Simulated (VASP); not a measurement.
# SiC (Moissanite 3C) (F-43m) in VASP: further runs

SiC (Moissanite 3C) is run at these levels: PBE; tasks: single point.

Program: VASP 6.6.1. These are calculated values, not measurements. Logs are shortened: lines on timing, memory, paths and dates and some standing lists are left out, and cuts for length are marked.

**Measured values to compare with.**

From “Insight into the structural, elastic and electronic properties of a new orthorhombic 6O-SiC polytype”, 2020, pmc:7200658, for a bulk crystal of SiC: band gap 2.4 eV (indirect).

The results are compared with them further down.

### Step 1. The cell of the first run

It takes space group F-43m (No. 216, cubic). Conventional cell: a = 4.380 Å, b = 4.380 Å, c = 4.380 Å, α = 90.00°, β = 90.00°, γ = 90.00°. Within 2.5 Å of Si (site symmetry -43m) lie 4 C at 1.90 Å. C (site symmetry -43m) has 4 Si at 1.90 Å within 2.5 Å.

### Step 2. Single point, PBE

INCAR reads:

```
SYSTEM = SiC
PREC     = Accurate       ! precision mode
ENCUT    = 520            ! plane-wave cutoff, eV
EDIFF    = 1E-6           ! SCF threshold, eV
ISMEAR   = 0              ! smearing method
SIGMA    = 0.01           ! smearing width, eV
LREAL    = .FALSE.        ! projectors in reciprocal space
LASPH    = .TRUE.         ! aspherical terms in the spheres
NELM     = 60             ! most SCF steps
ALGO     = Normal         ! electronic algorithm
ISIF     = 2              ! what is computed and relaxed
LWAVE    = .FALSE.        ! write WAVECAR
LCHARG   = .FALSE.        ! write CHGCAR
GGA      = PE             ! functional
NBANDS   = 11             ! bands
```

KPOINTS reads:

```
Automatic mesh
0
G
  8 8 8
  0 0 0
```

POSCAR reads:

```
SiC
1.0
    0.0000000000      2.1898800504      2.1898800504
    2.1898800504      0.0000000000      2.1898800504
    2.1898800504      2.1898800504      0.0000000000
Si C
1 1
Direct
    0.0000000000      0.0000000000      0.0000000000
    0.2500000000      0.2500000000      0.2500000000
```

Potentials or basis: VASP PAW PBE potentials, release 64 (Si, C).

Command:

```bash
$ cat potpaw_PBE.64/Si/POTCAR potpaw_PBE.64/C/POTCAR > POTCAR
$ mpirun -np 1 vasp_std > vasp.out
```

OUTCAR:

```text
SYSTEM = SiC
   PREC = Accurate
   ENCUT = 520
   EDIFF = 1E-6
   ISMEAR = 0
   LREAL = .FALSE.
   LASPH = .TRUE.
   NELM = 60
   ISIF = 2
   GGA = PE

 ion  position               nearest neighbor table
   1  0.000  0.000  0.000-   2 1.90   2 1.90   2 1.90   2 1.90
   2  0.250  0.250  0.250-   1 1.90   1 1.90   1 1.90   1 1.90

  LATTYP: Found a face centered cubic cell.
 ALAT       =     4.3797601008

  Lattice vectors:

 A1 = (   0.0000000000,   2.1898800504,   2.1898800504)
 A2 = (   2.1898800504,   0.0000000000,   2.1898800504)
 A3 = (   2.1898800504,   2.1898800504,   0.0000000000)

Analysis of symmetry for initial positions (statically):
=====================================================================
 Subroutine PRICEL returns:
 Original cell was already a primitive cell.

 Routine SETGRP: Setting up the symmetry group for a
 face centered cubic supercell.

 Subroutine GETGRP returns: Found 24 space group operations
 (whereof 24 operations were pure point group operations)
 out of a pool of 48 trial point group operations.

The static configuration has the point symmetry T_d .

Analysis of symmetry for dynamics (positions and initial velocities):
=====================================================================
 Subroutine PRICEL returns:
 Original cell was already a primitive cell.

 Routine SETGRP: Setting up the symmetry group for a
 face centered cubic supercell.

 Subroutine GETGRP returns: Found 24 space group operations
 (whereof 24 operations were pure point group operations)
 out of a pool of 48 trial point group operations.

The dynamic configuration has the point symmetry T_d .

 Subroutine INISYM returns: Found 24 space group operations
 (whereof 24 operations are pure point group operations),
 and found     1 'primitive' translations

----------------------------------------------------------------------------------------

                                     Primitive cell

  volume of cell :      21.0035

  direct lattice vectors                    reciprocal lattice vectors
     0.000000000  2.189880050  2.189880050    -0.228323008  0.228323008  0.228323008
     2.189880050  0.000000000  2.189880050     0.228323008 -0.228323008  0.228323008
     2.189880050  2.189880050  0.000000000     0.228323008  0.228323008 -0.228323008

  length of vectors
     3.096958067  3.096958067  3.096958067     0.395467050  0.395467050  0.395467050

  position of ions in fractional coordinates (direct lattice)
     0.000000000  0.000000000  0.000000000
     0.250000000  0.250000000  0.250000000

[... 85 lines left out ...]
   TEBEG  =    0.0;   TEEND  =   0.0 temperature during run
   PSTRESS=    0.0 pullay stress
   NELECT =       8.0000    total number of electrons
   NUPDOWN=      -1.0000    fix difference up-down
   EMIN   =  10.00;   EMAX   =-10.00  energy-range for DOS
   EFERMI =   0.00;   METHOD = LEGACY
   ISMEAR =     0;   SIGMA  =   0.01  broadening in eV -4-tet -1-fermi 0-gaus
   EFERMI_NEDOS =   21; number of points for ismear=-14 and -15
   IALGO  =     38    algorithm
   IMIX   =      4    mixing-type and parameters
     AMIX     =   0.40;   BMIX     =  1.00
     AMIX_MAG =   1.60;   BMIX_MAG =  1.00
  volume/ion in A,a.u.               =      10.50        70.87
  Fermi-wavevector in a.u.,A,eV,Ry     =   1.186701  2.242539 19.160518  1.408258
  Thomas-Fermi vector in A             =   2.322868
   LORBIT       =      0    0 simple, 1 ext, 2 COOP (PROOUT), +10 PAW based schemes
   GGA     = PE    functional components
   LHFCALC =     F    Hartree Fock is set to
   AEXX    =    0.0000 exact exchange contribution
   IVDW    =     0    specifies the selected vdW correction
   LEPSILON=     F    determine dielectric tensor
   LRPA    =     F    only Hartree local field effects (RPA)
 non-spin polarized calculation
 Gauss-broadening in eV      SIGMA  =   0.01
  energy-cutoff  :      520.00
  volume of cell :       21.00
 maximum number of plane-waves:       588
   NGX = 11   NGY = 11   NGZ = 11

 number of electron       8.0000001 magnetization

 Free energy of the ion-electron system (eV)
  ---------------------------------------------------
  ext. energy  EPLUGINS =         0.00000000
  ---------------------------------------------------
  free energy    TOTEN  =       -15.05979483 eV

  energy without entropy =      -15.05979483  energy(sigma->0) =      -15.05979483

 E-fermi :   8.0269     XC(G=0): -11.2908

 val. band max:        7.9411735965   @ k =   0.0000   0.0000   0.0000
 cond. band min:       9.3109279578   @ k =   0.5000   0.5000   0.0000
 fundamental gap:      1.3697543612
 Fermi energy:         8.0268868486

 k-point     1 :       0.0000    0.0000    0.0000
  band No.  band energies     occupation
      1      -7.3457      2.00000
      2       7.9412      2.00000
      3       7.9412      2.00000
      4       7.9412      2.00000
      5      13.9999      0.00000
      6      15.1446      0.00000
      7      15.1446      0.00000
      8      15.1446      0.00000
      9      22.3599      0.00000
     10      22.3599      0.00000
     11      24.1901      0.00000
[... 309 lines left out ...]
 k-point    24 :      -0.3750    0.2500    0.1250
  band No.  band energies     occupation
      1      -3.1936      2.00000
      2       0.1812      2.00000
      3       4.2573      2.00000
      4       5.7044      2.00000
      5      13.1570      0.00000
      6      15.1120      0.00000
      7      17.9647      0.00000
      8      18.8154      0.00000
      9      21.2185      0.00000
     10      24.0292      0.00000
     11      27.0883      0.00000

 [... further k-points ...]

------------------------ aborting loop because EDIFF is reached ----------------------------------------

  FORCE on cell =-STRESS in cart. coord.  units (eV):
  Direction    XX          YY          ZZ          XY          YZ          ZX
  --------------------------------------------------------------------------------------
  -------------------------------------------------------------------------------------
  Total       -0.0060554     -0.0060554     -0.0060554     -0.0000000     -0.0000000      0.0000000
  in kB       -0.4619135     -0.4619135     -0.4619135     -0.0000000     -0.0000000      0.0000000
  external PRESSURE =      -0.4619135 kB  Pullay stress =       0.0000000 kB

 VOLUME and BASIS-vectors are now :
 -----------------------------------------------------------------------------
  energy-cutoff  :      520.00
  volume of cell :       21.00
      direct lattice vectors                 reciprocal lattice vectors
     0.000000000  2.189880050  2.189880050    -0.228323008  0.228323008  0.228323008
     2.189880050  0.000000000  2.189880050     0.228323008 -0.228323008  0.228323008
     2.189880050  2.189880050  0.000000000     0.228323008  0.228323008 -0.228323008

 POSITION                                       TOTAL-FORCE (eV/Angst)
 -----------------------------------------------------------------------------------
      0.00000      0.00000      0.00000        -0.000000     -0.000000     -0.000000
      1.09494      1.09494      1.09494         0.000000      0.000000      0.000000
 -----------------------------------------------------------------------------------
    total drift:                                0.000000      0.000000      0.000000

  FREE ENERGIE OF THE ION-ELECTRON SYSTEM (eV)
  ---------------------------------------------------
  free  energy   TOTEN  =       -15.0597948257 eV

  energy  without entropy=      -15.0597948257  energy(sigma->0) =      -15.05979483
```

OSZICAR:

```text
N       E                     dE             d eps       ncg     rms          rms(c)
DAV:   1     0.267550511594E+01    0.26755E+01   -0.38185E+03   665   0.607E+02
DAV:   2    -0.163251195625E+02   -0.19001E+02   -0.18059E+02   818   0.107E+02
DAV:   3    -0.168722905196E+02   -0.54717E+00   -0.54614E+00   779   0.153E+01
DAV:   4    -0.168743657698E+02   -0.20753E-02   -0.20751E-02   750   0.121E+00
DAV:   5    -0.168743751270E+02   -0.93571E-05   -0.93571E-05   776   0.751E-02    0.866E+00
DAV:   6    -0.151124659471E+02    0.17619E+01   -0.64697E+00   713   0.113E+01    0.382E+00
DAV:   7    -0.150671671193E+02    0.45299E-01   -0.36478E-01   764   0.346E+00    0.176E+00
DAV:   8    -0.150595717566E+02    0.75954E-02   -0.19972E-02   719   0.941E-01    0.171E-01
DAV:   9    -0.150596791583E+02   -0.10740E-03   -0.16490E-03   813   0.230E-01    0.112E-01
DAV:  10    -0.150597920548E+02   -0.11290E-03   -0.24313E-04   719   0.944E-02    0.259E-02
DAV:  11    -0.150597943836E+02   -0.23288E-05   -0.43445E-05   758   0.339E-02    0.694E-03
DAV:  12    -0.150597948257E+02   -0.44206E-06   -0.19483E-06   597   0.841E-03
   1 F= -.15059795E+02 E0= -.15059795E+02  d E =-.409661E-36
```

stdout:

```text
POSCAR found type information on POSCAR SiC
 POSCAR found :  2 types and       2 ions
 scaLAPACK will be used
 LDA part: xc-table for (Slater+PW92), standard interpolation
 POSCAR, INCAR and KPOINTS ok, starting setup
 FFT: planning ... GRIDC
 FFT: planning ... GRID_SOFT
 FFT: planning ... GRID
 WAVECAR not read
 entering main loop
```

It took 6.8 s on 1 thread of AMD EPYC 7R43 (Zen 3), shared host; peak memory 0.1 GiB.

What came out:

```yaml
Free_energy: -15.0598 eV
Pressure: 0.0 GPa
Band_gap_on_the_k_mesh: 1.37 eV, indirect (least direct gap 4.53 eV)
```

Levels at points of the mesh, in eV from the valence-band top:
```
           k point  band 1  band 2  band 3  band 4  band 5  band 6  band 7  band 8  band 9
(0.00, 0.00, 0.00)  -15.29    0.00    0.00    0.00    6.06    7.20    7.20    7.20   14.42
(0.50, 0.00, 0.00)  -11.78   -8.45   -1.05   -1.05    5.30    7.17    7.17    9.97   16.02
(0.50, 0.50, 0.00)  -10.34   -7.75   -3.16   -3.16    1.37    4.27   13.86   13.86   14.59
```

### Step 3. Single point, PBE

This run uses another cell than the first one, of 10.40 Å³/atom, 0.991 times its volume.

INCAR reads:

```
SYSTEM = SiC
ALGO     = Normal         ! electronic algorithm
EDIFF    = 1E-6           ! SCF threshold, eV
ENCUT    = 520            ! plane-wave cutoff, eV
GGA      = PE             ! functional
ISIF     = 2              ! what is computed and relaxed
ISMEAR   = 0              ! smearing method
LASPH    = .True.         ! aspherical terms in the spheres
LCHARG   = .True.         ! write CHGCAR
LELF     = .True.         ! ELF
LREAL    = .False.        ! projectors in reciprocal space
LVHAR    = .True.       
LWAVE    = .False.        ! write WAVECAR
NBANDS   = 11             ! bands
NELM     = 100            ! most SCF steps
PREC     = Accurate       ! precision mode
SIGMA    = 0.01           ! smearing width, eV
```

KPOINTS reads:

```
k-points
0
Gamma
  8 8 8
  0 0 0
```

POSCAR reads:

```
SiC
1.0
    0.0000000000      2.1830665305      2.1830665305
    2.1830665305      0.0000000000      2.1830665305
    2.1830665305      2.1830665305      0.0000000000
Si C
1 1
Direct
    0.0000000000      0.0000000000      0.0000000000
    0.2500000000      0.2500000000      0.2500000000
```

Potentials or basis: VASP PAW PBE potentials, release 64 (Si, C).

Command:

```bash
$ cat potpaw_PBE.64/Si/POTCAR potpaw_PBE.64/C/POTCAR > POTCAR
$ mpirun -np 1 vasp_std > vasp.out
```

It took 7.4 s on 1 thread of AMD EPYC 7R43 (Zen 3), shared host; peak memory 0.1 GiB.

Results (log left out):

```yaml
Free_energy: -15.0586 eV
Pressure: 2.0 GPa
Band_gap_on_the_k_mesh: 1.36 eV, indirect (least direct gap 4.54 eV)
```

Levels at points of the mesh, in eV from the valence-band top:
| k point | band 1 | band 2 | band 3 | band 4 | band 5 | band 6 | band 7 | band 8 |
| --- | --- | --- | --- | --- | --- | --- | --- | --- |
| (0.00, 0.00, 0.00) | -15.36 | 0.00 | 0.00 | 0.00 | 6.17 | 7.27 | 7.27 | 7.27 |
| (0.50, 0.00, 0.00) | -11.81 | -8.50 | -1.05 | -1.05 | 5.38 | 7.20 | 7.20 | 10.02 |
| (0.50, 0.50, 0.00) | -10.37 | -7.78 | -3.17 | -3.17 | 1.36 | 4.30 | 13.97 | 13.97 |

### Step 4. Single point, PBE

This run uses another cell than the first one, of 10.31 Å³/atom, 0.982 times its volume.

INCAR reads:

```
PREC = Accurate ; ENCUT = 520
EDIFF = 1E-6 ; ISMEAR = 0
SIGMA = 0.01 ; LREAL = False
LASPH = True ; NELM = 100
ALGO = Normal ; ISIF = 2
LWAVE = False ; LCHARG = False
GGA = PE ; NBANDS = 11
```

KPOINTS reads:

```
regular mesh
0
Gamma
  8 8 8
```

POSCAR reads:

```
SiC
1.0
    0.0000000000      2.1766832975      2.1766832975
    2.1766832975      0.0000000000      2.1766832975
    2.1766832975      2.1766832975      0.0000000000
Si C
1 1
Direct
    0.0000000000      0.0000000000      0.0000000000
    0.2500000000      0.2500000000      0.2500000000
```

Potentials or basis: VASP PAW PBE potentials, release 64 (Si, C).

Command:

```bash
$ cat potpaw_PBE.64/Si/POTCAR potpaw_PBE.64/C/POTCAR > POTCAR
$ mpirun -np 1 vasp_std > vasp.out
```

OUTCAR:

```text
PREC = Accurate
   ENCUT = 520
   EDIFF = 1E-6
   ISMEAR = 0
   LREAL = False
   LASPH = True
   NELM = 100
   ISIF = 2
   GGA = PE

 ion  position               nearest neighbor table
   1  0.000  0.000  0.000-   2 1.89   2 1.89   2 1.89   2 1.89
   2  0.250  0.250  0.250-   1 1.89   1 1.89   1 1.89   1 1.89

  LATTYP: Found a face centered cubic cell.
 ALAT       =     4.3533665950

  Lattice vectors:

 A1 = (   0.0000000000,   2.1766832975,   2.1766832975)
[... 521 lines left out ...]

------------------------ aborting loop because EDIFF is reached ----------------------------------------

  FORCE on cell =-STRESS in cart. coord.  units (eV):
  Direction    XX          YY          ZZ          XY          YZ          ZX
  --------------------------------------------------------------------------------------
  -------------------------------------------------------------------------------------
  Total        0.5074321      0.5074321      0.5074321     -0.0000000     -0.0000000      0.0000000
  in kB       39.4160219     39.4160219     39.4160219     -0.0000000     -0.0000000      0.0000000
  external PRESSURE =      39.4160219 kB  Pullay stress =       0.0000000 kB

 VOLUME and BASIS-vectors are now :
 -----------------------------------------------------------------------------
  energy-cutoff  :      520.00
  volume of cell :       20.63
      direct lattice vectors                 reciprocal lattice vectors
     0.000000000  2.176683297  2.176683297    -0.229707280  0.229707280  0.229707280
     2.176683297  0.000000000  2.176683297     0.229707280 -0.229707280  0.229707280
     2.176683297  2.176683297  0.000000000     0.229707280  0.229707280 -0.229707280

 POSITION                                       TOTAL-FORCE (eV/Angst)
 -----------------------------------------------------------------------------------
      0.00000      0.00000      0.00000        -0.000000     -0.000000     -0.000000
      1.08834      1.08834      1.08834         0.000000      0.000000      0.000000
 -----------------------------------------------------------------------------------
    total drift:                                0.000000      0.000000      0.000000

  FREE ENERGIE OF THE ION-ELECTRON SYSTEM (eV)
  ---------------------------------------------------
  free  energy   TOTEN  =       -15.0551698005 eV

  energy  without entropy=      -15.0551698005  energy(sigma->0) =      -15.05516980
```

OSZICAR:

```text
N       E                     dE             d eps       ncg     rms          rms(c)
DAV:   1     0.415124829635E+01    0.41512E+01   -0.38694E+03   646   0.616E+02
DAV:   2    -0.163153384400E+02   -0.20467E+02   -0.19336E+02   803   0.113E+02
DAV:   3    -0.169177016781E+02   -0.60236E+00   -0.60123E+00   776   0.159E+01
DAV:   4    -0.169199235685E+02   -0.22219E-02   -0.22217E-02   713   0.124E+00
DAV:   5    -0.169199334637E+02   -0.98952E-05   -0.98953E-05   796   0.773E-02    0.884E+00
DAV:   6    -0.151136664167E+02    0.18063E+01   -0.64965E+00   707   0.114E+01    0.392E+00
DAV:   7    -0.150626811241E+02    0.50985E-01   -0.38522E-01   767   0.355E+00    0.179E+00
DAV:   8    -0.150549405989E+02    0.77405E-02   -0.20187E-02   719   0.947E-01    0.171E-01
DAV:   9    -0.150550575067E+02   -0.11691E-03   -0.15753E-03   805   0.228E-01    0.113E-01
DAV:  10    -0.150551673007E+02   -0.10979E-03   -0.23326E-04   719   0.929E-02    0.259E-02
DAV:  11    -0.150551694043E+02   -0.21036E-05   -0.41299E-05   764   0.333E-02    0.698E-03
DAV:  12    -0.150551698005E+02   -0.39619E-06   -0.19410E-06   598   0.833E-03
   1 F= -.15055170E+02 E0= -.15055170E+02  d E =-.625316E-18
```

stdout:

```text
POSCAR found type information on POSCAR SiC
 POSCAR found :  2 types and       2 ions
 scaLAPACK will be used
 LDA part: xc-table for (Slater+PW92), standard interpolation
 POSCAR, INCAR and KPOINTS ok, starting setup
 FFT: planning ... GRIDC
 FFT: planning ... GRID_SOFT
 FFT: planning ... GRID
 WAVECAR not read
 entering main loop
```

It took 6.7 s on 1 thread of AMD EPYC 7R43 (Zen 3), shared host; peak memory 0.1 GiB.

What came out:

| Property | Result |
| --- | --- |
| Free energy | -15.0552 eV |
| Pressure | 3.9 GPa |
| Band gap on the k mesh | 1.35 eV, indirect (least direct gap 4.54 eV) |

Levels at points of the mesh, in eV from the valence-band top:
```
           k point  band 2  band 3  band 4  band 5  band 6  band 7
(0.00, 0.00, 0.00)    0.00    0.00    0.00    6.27    7.33    7.33
(0.50, 0.00, 0.00)   -8.55   -1.05   -1.05    5.46    7.24    7.24
(0.50, 0.50, 0.00)   -7.81   -3.19   -3.19    1.35    4.33   14.07
```

(Part 1 of 2 ends here.)
